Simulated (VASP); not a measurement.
# Rh (P6_3/mmc) in VASP: a series of runs

The runs below take Rh through single point, with PBE.

Program: VASP 6.6.1. These are calculated values, not measurements. Logs are shortened: lines on timing, memory, paths and dates and some standing lists are left out, and cuts for length are marked.

## (1) The cell of the first run

Symmetry: P6_3/mmc, No. 194, hexagonal system. Conventional cell: a = 2.697 Å, b = 2.697 Å, c = 4.610 Å, α = 90.00°, β = 90.00°, γ = 120.00°. Within 3.6 Å of Rh (site symmetry -6m2) lie 12 Rh at 2.70 to 2.78 Å.

This isn't the form of Rh at room conditions, which is fcc.

## (2) Single point, PBE (14.52 Å³/atom)

File INCAR:

```
SYSTEM = Rh
PREC = Accurate
ENCUT = 520
EDIFF = 1E-6
ISMEAR = 0
SIGMA = 0.15
LREAL = .FALSE.
LASPH = .TRUE.
NELM = 80
ALGO = Fast
ISIF = 2
LWAVE = .FALSE.
LCHARG = .FALSE.
GGA = PE
NBANDS = 22
```

File KPOINTS:

```
regular mesh
0
G
  21 21 12
  0 0 0
```

File POSCAR:

```
Rh
1.0
    2.6970719496      0.0000000000      0.0000000000
   -1.3485359748      2.3357328242      0.0000000000
    0.0000000000      0.0000000000      4.6101050835
Rh
2
Direct
    0.6666666667      0.3333333333      0.7500000000
    0.3333333333      0.6666666667      0.2500000000
```

Potentials or basis: VASP PAW PBE potentials, release 64 (Rh_pv).

Launch:

```sh
$ cat potpaw_PBE.64/Rh_pv/POTCAR > POTCAR
$ mpirun -np 1 vasp_std > vasp.out
```

OUTCAR:

```text
SYSTEM = Rh
   PREC = Accurate
   ENCUT = 520
   EDIFF = 1E-6
   ISMEAR = 0
   LREAL = .FALSE.
   LASPH = .TRUE.
   NELM = 80
   ISIF = 2
   GGA = PE

 ion  position               nearest neighbor table
   1  0.667  0.333  0.750-   2 2.78   2 2.78   2 2.78   2 2.78   2 2.78   2 2.78
   2  0.333  0.667  0.250-   1 2.78   1 2.78   1 2.78   1 2.78   1 2.78   1 2.78

  LATTYP: Found a hexagonal cell.
 ALAT       =     2.6970719496
 C/A-ratio  =     1.7093000000

  Lattice vectors:

 A1 = (   2.6970719496,   0.0000000000,   0.0000000000)
 A2 = (  -1.3485359748,   2.3357328242,   0.0000000000)
 A3 = (   0.0000000000,   0.0000000000,   4.6101050835)

Analysis of symmetry for initial positions (statically):
=====================================================================
 Subroutine PRICEL returns:
 Original cell was already a primitive cell.

 Routine SETGRP: Setting up the symmetry group for a
 hexagonal supercell.

 Subroutine GETGRP returns: Found 24 space group operations
 (whereof 12 operations were pure point group operations)
 out of a pool of 24 trial point group operations.

The static configuration has the point symmetry D_3d.
 The point group associated with its full space group is D_6h.

Analysis of symmetry for dynamics (positions and initial velocities):
=====================================================================
 Subroutine PRICEL returns:
 Original cell was already a primitive cell.

 Routine SETGRP: Setting up the symmetry group for a
 hexagonal supercell.

 Subroutine GETGRP returns: Found 24 space group operations
 (whereof 12 operations were pure point group operations)
 out of a pool of 24 trial point group operations.

The dynamic configuration has the point symmetry D_3d.
 The point group associated with its full space group is D_6h.

 Subroutine INISYM returns: Found 24 space group operations
 (whereof 12 operations are pure point group operations),
 and found     1 'primitive' translations

----------------------------------------------------------------------------------------

                                     Primitive cell

  volume of cell :      29.0420

  direct lattice vectors                    reciprocal lattice vectors
     2.697071950  0.000000000  0.000000000     0.370772459  0.214065579  0.000000000
    -1.348535975  2.335732824  0.000000000     0.000000000  0.428131159  0.000000000
     0.000000000  0.000000000  4.610105083     0.000000000  0.000000000  0.216914795

  length of vectors
     2.697071950  2.697071950  4.610105083     0.428131159  0.428131159  0.216914795

  position of ions in fractional coordinates (direct lattice)
     0.666666667  0.333333333  0.750000000
     0.333333333  0.666666667  0.250000000

  ion indices of the primitive-cell ions
   primitive index   ion index
                 1           1
                 2           2

----------------------------------------------------------------------------------------

 KPOINTS: regular mesh

Automatic generation of k-mesh.
 Grid dimensions read from file:
 generate k-points for:   21   21   12

 Generating k-lattice:

  Cartesian coordinates                     Fractional coordinates (reciprocal lattice)
     0.017655831  0.010193599  0.000000000     0.047619048  0.000000000  0.000000000
     0.000000000  0.020387198  0.000000000     0.000000000  0.047619048  0.000000000
     0.000000000  0.000000000  0.018076233     0.000000000  0.000000000  0.083333333

  Length of vectors
     0.020387198  0.020387198  0.018076233

  Shift w.r.t. Gamma in fractional coordinates (k-lattice)
     0.000000000  0.000000000  0.000000000

 Subroutine IBZKPT returns following result:
 ===========================================

 Found    336 irreducible k-points:

 Following reciprocal coordinates:
            Coordinates               Weight
  0.000000  0.000000  0.000000      1.000000
  0.047619  0.000000  0.000000      6.000000
  0.095238 -0.000000  0.000000      6.000000
  0.142857 -0.000000  0.000000      6.000000
  0.190476 -0.000000  0.000000      6.000000
  0.238095 -0.000000  0.000000      6.000000
[... 16 lines left out ...]
  0.142857  0.095238  0.000000     12.000000
  0.190476  0.095238  0.000000     12.000000
 [... further k-points ...]
   k-points           NKPTS =    336   k-points in BZ     NKDIM =    336   number of bands    NBANDS=     22
   number of dos      NEDOS =    301   number of ions     NIONS =      2
   total plane-waves  NPLWV =  14400
   dimension x,y,z NGX =    20 NGY =   20 NGZ =   36
   dimension x,y,z NGXF=    40 NGYF=   40 NGZF=   72
   ions per type =               2
   NGX,Y,Z   is equivalent  to a cutoff of  12.33, 12.33, 12.98 a.u.
   NGXF,Y,Z  is equivalent  to a cutoff of  24.66, 24.66, 25.96 a.u.
 SYSTEM =  Rh
   PREC   = accura    normal or accurate (medium, high low for compatibility)
   ISTART =      0    job   : 0-new  1-cont  2-samecut
   ICHARG =      2    charge: 1-file 2-atom 10-const
   ISPIN  =      1    spin polarized calculation?
   LNONCOLLINEAR =      F non collinear calculations
   LSORBIT =      F    spin-orbit coupling
   LASPH  =      T    aspherical Exc in radial PAW
   ENCUT  =  520.0 eV  38.22 Ry    6.18 a.u.   5.01  5.01  8.57*2*pi/ulx,y,z
   NELM   =     80;   NELMIN=  2; NELMDL= -5     # of ELM steps
   EDIFF  = 0.1E-05   stopping-criterion for ELM
   LREAL  =      F    real-space projection
   EDIFFG = 0.1E-04   stopping-criterion for IOM
   NSW    =      0    number of steps for IOM
   IBRION =     -1    ionic relax: 0-MD 1-quasi-New 2-CG
   NFREE  =      0    steps in history (QN), initial steepest desc. (CG)
   ISIF   =      2    stress and relaxation
   ISYM   =      2    0-nonsym 1-usesym 2-fastsym
   POTIM  = 0.5000    time-step for ionic-motion
   TEBEG  =    0.0;   TEEND  =   0.0 temperature during run
   PSTRESS=    0.0 pullay stress
   NELECT =      30.0000    total number of electrons
   NUPDOWN=      -1.0000    fix difference up-down
   EMIN   =  10.00;   EMAX   =-10.00  energy-range for DOS
   EFERMI =   0.00;   METHOD = LEGACY
   ISMEAR =     0;   SIGMA  =   0.15  broadening in eV -4-tet -1-fermi 0-gaus
   EFERMI_NEDOS =   21; number of points for ismear=-14 and -15
   IALGO  =     68    algorithm
   IMIX   =      4    mixing-type and parameters
     AMIX     =   0.40;   BMIX     =  1.00
     AMIX_MAG =   1.60;   BMIX_MAG =  1.00
  volume/ion in A,a.u.               =      14.52        97.99
  Fermi-wavevector in a.u.,A,eV,Ry     =   1.654905  3.127317 37.262421  2.738711
  Thomas-Fermi vector in A             =   2.743092
   LORBIT       =      0    0 simple, 1 ext, 2 COOP (PROOUT), +10 PAW based schemes
   GGA     = PE    functional components
   LHFCALC =     F    Hartree Fock is set to
   AEXX    =    0.0000 exact exchange contribution
   IVDW    =     0    specifies the selected vdW correction
   LEPSILON=     F    determine dielectric tensor
   LRPA    =     F    only Hartree local field effects (RPA)
 non-spin polarized calculation
 RMM-DIIS sequential band-by-band and
 Gauss-broadening in eV      SIGMA  =   0.15
  energy-cutoff  :      520.00
  volume of cell :       29.04
 maximum number of plane-waves:       813
 NGX is ok and might be reduce to    20
   NGX =  9   NGY =  9   NGZ = 17

 number of electron      30.0000010 magnetization

 Free energy of the ion-electron system (eV)
  ---------------------------------------------------
  ext. energy  EPLUGINS =         0.00000000
  ---------------------------------------------------
  free energy    TOTEN  =       -14.39685523 eV

  energy without entropy =      -14.35721494  energy(sigma->0) =      -14.37703509

 E-fermi :  10.9690     XC(G=0): -13.6777

 val. band max:       10.9679693354   @ k =   0.2381  -0.0000   0.3333
 cond. band min:      10.9691087558   @ k =   0.1429  -0.0000   0.5000
 fundamental gap:      0.0011394204
 Fermi energy:        10.9690485027

 k-point     1 :       0.0000    0.0000    0.0000
  band No.  band energies     occupation
      1     -35.8736      2.00000
      2     -35.3955      2.00000
      3     -35.3955      2.00000
      4     -35.3395      2.00000
      5     -35.3309      2.00000
      6     -35.3309      2.00000
[... 14 lines left out ...]
     21      28.2546      0.00000
     22      29.5701      0.00000

 k-point     2 :       0.0476    0.0000    0.0000
  band No.  band energies     occupation
      1     -35.8693      2.00000
      2     -35.4076      2.00000
      3     -35.3991      2.00000
      4     -35.3432      2.00000
      5     -35.3406      2.00000
      6     -35.3331      2.00000
[... 14 lines left out ...]
     21      28.3652      0.00000
     22      29.6504      0.00000

 k-point     3 :       0.0952   -0.0000    0.0000
  band No.  band energies     occupation
      1     -35.8567      2.00000
      2     -35.4428      2.00000
      3     -35.4094      2.00000
      4     -35.3792      2.00000
      5     -35.3438      2.00000
      6     -35.3397      2.00000
[... 14 lines left out ...]
     21      28.6766      0.00000
     22      29.7659      0.00000

 k-point     4 :       0.1429   -0.0000    0.0000
  band No.  band energies     occupation
      1     -35.8364      2.00000
      2     -35.4979      2.00000
      3     -35.4349      2.00000
      4     -35.4254      2.00000
      5     -35.3502      2.00000
      6     -35.3495      2.00000
[... 14 lines left out ...]
     21      29.1042      0.00000
     22      29.6679      0.00000

 k-point     5 :       0.1905   -0.0000    0.0000
  band No.  band energies     occupation
      1     -35.8095      2.00000
      2     -35.5681      2.00000
      3     -35.5051      2.00000
      4     -35.4454      2.00000
      5     -35.3639      2.00000
      6     -35.3578      2.00000
[... 417 lines left out ...]
 k-point    22 :       0.0952    0.0952    0.0000
  band No.  band energies     occupation
      1     -35.8246      2.00000
      2     -35.5205      2.00000
      3     -35.4808      2.00000
      4     -35.4216      2.00000
      5     -35.3630      2.00000
      6     -35.3530      2.00000
[... 14 lines left out ...]
     21      28.6318      0.00000
     22      29.3801      0.00000

 k-point    23 :       0.1429    0.0952    0.0000
  band No.  band energies     occupation
      1     -35.7984      2.00000
      2     -35.5814      2.00000
      3     -35.5438      2.00000
      4     -35.4457      2.00000
      5     -35.3811      2.00000
      6     -35.3615      2.00000
[... 14 lines left out ...]
     21      27.5910      0.00000
     22      29.3217      0.00000

 k-point    24 :       0.1905    0.0952    0.0000
  band No.  band energies     occupation
      1     -35.7670      2.00000
      2     -35.6526      2.00000
      3     -35.6110      2.00000
      4     -35.4736      2.00000
      5     -35.4004      2.00000
      6     -35.3727      2.00000
[... 14 lines left out ...]
     21      26.7641      0.00000
     22      28.3949      0.00000

 [... further k-points ...]
[... 5 lines left out ...]
  --------------------------------------------------------------------------------------
  -------------------------------------------------------------------------------------
  Total       -0.3397631     -0.3397631     -2.7030377      0.0000000     -0.0000000      0.0000000
  in kB      -18.7439161    -18.7439161   -149.1200932      0.0000000     -0.0000000      0.0000000
  external PRESSURE =     -62.2026418 kB  Pullay stress =       0.0000000 kB

 VOLUME and BASIS-vectors are now :
 -----------------------------------------------------------------------------
  energy-cutoff  :      520.00
  volume of cell :       29.04
      direct lattice vectors                 reciprocal lattice vectors
     2.697071950  0.000000000  0.000000000     0.370772459  0.214065579  0.000000000
    -1.348535975  2.335732824  0.000000000     0.000000000  0.428131159  0.000000000
     0.000000000  0.000000000  4.610105083     0.000000000  0.000000000  0.216914795

 POSITION                                       TOTAL-FORCE (eV/Angst)
 -----------------------------------------------------------------------------------
      1.34854      0.77858      3.45758         0.000000      0.000000      0.000000
     -0.00000      1.55716      1.15253        -0.000000      0.000000      0.000000
 -----------------------------------------------------------------------------------
    total drift:                                0.000000     -0.000000      0.000000

  FREE ENERGIE OF THE ION-ELECTRON SYSTEM (eV)
  ---------------------------------------------------
  free  energy   TOTEN  =       -14.3968552308 eV

  energy  without entropy=      -14.3572149415  energy(sigma->0) =      -14.37703509
```

Wall time 75 s (1 thread of Intel Xeon 6975P-C (Granite Rapids), shared host); peak memory 0.27 GiB.

Results:

```yaml
Free_energy: -14.3969 eV
Pressure: -6.2 GPa
Band_gap_on_the_k_mesh: zero (bands 15 and 16 overlap by 2.27 eV)
```

Levels at points of the mesh, in eV from the Fermi level:
| k point | band 13 | band 14 | band 15 | band 16 | band 17 | band 18 |
| --- | --- | --- | --- | --- | --- | --- |
| (0.00, 0.00, 0.00) | -2.36 | -1.36 | -1.36 | 0.19 | 0.19 | 0.33 |
| (0.00, 0.00, 0.50) | -2.76 | -2.76 | -0.33 | -0.33 | -0.33 | -0.33 |

Caveat: the cell stands under tension.

## (3) Single point, PBE (14.52 Å³/atom)

File INCAR:

```
PREC = Accurate
ENCUT = 520
EDIFF = 1E-6
ISMEAR = 0
SIGMA = 0.15
LREAL = F
LASPH = T
NELM = 80
ALGO = Fast
ISIF = 2
LWAVE = F
LCHARG = F
GGA = PE
NBANDS = 22
```

File KPOINTS:

```
regular mesh
0
Gamma
  21 21 12
```

File POSCAR:

```
Rh
1.0
    2.7796149165      0.0000000000      0.0000000000
   -1.3898074583      2.4072171304      0.0000000000
    0.0000000000      0.0000000000      4.3403686921
Rh
2
Direct
    0.6666666667      0.3333333333      0.7500000000
    0.3333333333      0.6666666667      0.2500000000
```

Potentials or basis: VASP PAW PBE potentials, release 64 (Rh_pv).

Launch:

```sh
$ cat potpaw_PBE.64/Rh_pv/POTCAR > POTCAR
$ mpirun -np 1 vasp_std > vasp.out
```

Wall time 68 s (1 thread of Intel Xeon 6975P-C (Granite Rapids), shared host); peak memory 0.27 GiB.

The run converged. Its results:

```
Free energy            : -14.4301 eV
Pressure               : -6.4 GPa
Band gap on the k mesh : zero (bands 15 and 16 overlap by 2.12 eV)
```

Stress tensor (GPa, compression positive):
```
-8.72  0.00  0.00
 0.00 -8.72  0.00
 0.00  0.00 -1.87
```

Levels at points of the mesh, in eV from the Fermi level:
| k point | band 12 | band 13 | band 14 | band 15 | band 16 | band 17 | band 18 | band 19 |
| --- | --- | --- | --- | --- | --- | --- | --- | --- |
| (0.00, 0.00, 0.00) | -2.27 | -2.27 | -1.99 | -1.99 | 0.10 | 0.10 | 1.13 | 8.59 |
| (0.00, 0.00, 0.50) | -2.99 | -2.85 | -2.85 | -0.41 | -0.41 | -0.41 | -0.41 | 14.88 |

Caveat: the cell stands under tension.

## (4) Single point, PBE (14.52 Å³/atom)

File INCAR:

```
SYSTEM = Rh
PREC = Accurate
ENCUT = 520
EDIFF = 1E-6
ISMEAR = 0
SIGMA = 0.15
LREAL = .FALSE.
LASPH = .TRUE.
NELM = 60
ALGO = Fast
ISIF = 2
LWAVE = .FALSE.
LCHARG = .FALSE.
GGA = PE
NBANDS = 22
```

File KPOINTS:

```
regular mesh
0
G
  21 21 12
  0 0 0
```

File POSCAR:

```
Rh
1.0
    2.6701123116      0.0000000000      0.0000000000
   -1.3350561558      2.3123850928      0.0000000000
    0.0000000000      0.0000000000      4.7036698480
Rh
2
Direct
    0.6666666667      0.3333333333      0.7500000000
    0.3333333333      0.6666666667      0.2500000000
```

Launch:

```sh
$ cat potpaw_PBE.64/Rh_pv/POTCAR > POTCAR
$ mpirun -np 1 vasp_std > vasp.out
```

Run time: 79 s. Hardware: 1 thread of Intel Xeon 6975P-C (Granite Rapids), shared host; peak memory 0.27 GiB.

The run converged. Its results:

- Free energy: -14.3364 eV
- Pressure: -5.1 GPa
- Band gap on the k mesh: zero (bands 15 and 16 overlap by 2.40 eV)

Stress tensor (GPa, compression positive):
```
  1.64   0.00   0.00
  0.00   1.64   0.00
  0.00   0.00 -18.64
```

Levels at points of the mesh, in eV from the Fermi level:
```tsv
k point	band 11	band 12	band 13	band 14	band 15	band 16	band 17	band 18	band 19	band 20
(0.00, 0.00, 0.00)	-2.73	-2.39	-2.39	-1.15	-1.15	0.11	0.24	0.24	6.97	16.46
(0.00, 0.00, 0.50)	-2.72	-2.72	-2.72	-2.72	-0.27	-0.27	-0.27	-0.27	13.19	13.19
```

Caveat: the cell stands under tension.

## (5) Summary

```csv
cell,gap on the mesh (eV),pressure (GPa)
"a = 2.697, b = 2.697, c = 4.610 Å, angles 90.0, 90.0, 120.0°, 2 atoms",none,-6.2
"a = 2.780, b = 2.780, c = 4.340 Å, angles 90.0, 90.0, 120.0°, 2 atoms",none,-6.4
"a = 2.670, b = 2.670, c = 4.704 Å, angles 90.0, 90.0, 120.0°, 2 atoms",none,-5.1
```

Alike in all rows: task single point; level PBE; potentials or basis VASP PAW PBE potentials, release 64 (Rh_pv); no spin polarisation; k mesh 21 × 21 × 12; cutoff (eV) 520; smearing gaussian 0.15 eV.

Caveats: the cell stands under tension.

Total energies depend on the potentials used, so only differences within one code and one set of settings carry meaning.
